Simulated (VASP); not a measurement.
A run of VASP 6.6.1 is set up as follows.

The input INCAR:

```
SYSTEM = CS2
  ALGO = Normal
  EDIFF = 1E-6
  ENCUT = 520
  GGA = PE
  ISIF = 2
  ISMEAR = -1
  IVDW = 12
  LASPH = .True.
  LCHARG = .True.
  LELF = .True.
  LREAL = Auto
  LVHAR = .True.
  LWAVE = .False.
  NBANDS = 63
  NELM = 100
  PREC = Accurate
  SIGMA = 0.02
```

Contents of KPOINTS:

```
k-points
0
Gamma
  1 1 1
  0 0 0
```

File POSCAR:

```
CS2
1.0
    8.4343270000      0.0000000000      0.0000000000
    0.0000000000      8.4343270000      0.0000000000
    0.0000000000      0.0000000000      8.4343270000
S C
12 6
Direct
    0.9289774987      0.1992334421      1.0811413880
    1.0489396487      0.4106314588      0.7889426151
    0.7994828752      0.6462400616      0.3863853038
    0.8810661479      0.9465959762      0.5845635342
    0.5464692085      0.9141333980      0.8804614761
    0.2748174217      0.8173740477      0.6560926556
    0.5081851818      0.2973444117      0.4716796017
    0.2220924088      0.4992810926      0.3673440691
    0.3839191912      0.2875510992      0.9119755494
    0.6615228459      0.5229344321      0.8086478032
    0.4368101924      0.8715455305      0.3043396349
    0.1581157572      0.8489355464      0.0615935332
    0.9894683950      0.3083233553      0.9365418249
    0.8332852165      0.7982853878      0.4843539977
    0.4186700373      0.8420944552      0.7701740755
    0.3670832302      0.3915072299      0.4188834509
    0.5221282030      0.4095643909      0.8574958026
    0.2920564972      0.8608985637      0.1921433684
```

Potentials or basis: VASP PAW PBE potentials, release 64 (S, C).

The run is started by

```console
$ cat potpaw_PBE.64/S/POTCAR potpaw_PBE.64/C/POTCAR > POTCAR
$ mpirun -np 1 vasp_gam > vasp.out
```

(1) Estimate the pressure.

(2) What does it give for the dispersion energy per atom?

(3) Predict the largest force.

## Answers

(1) -1.2 GPa.

(2) -0.121 eV.

(3) 3.998 eV/Å.

Caveat: the k points lie up to 0.74 Å⁻¹ apart; the atoms stand as in a frame of molecular dynamics.
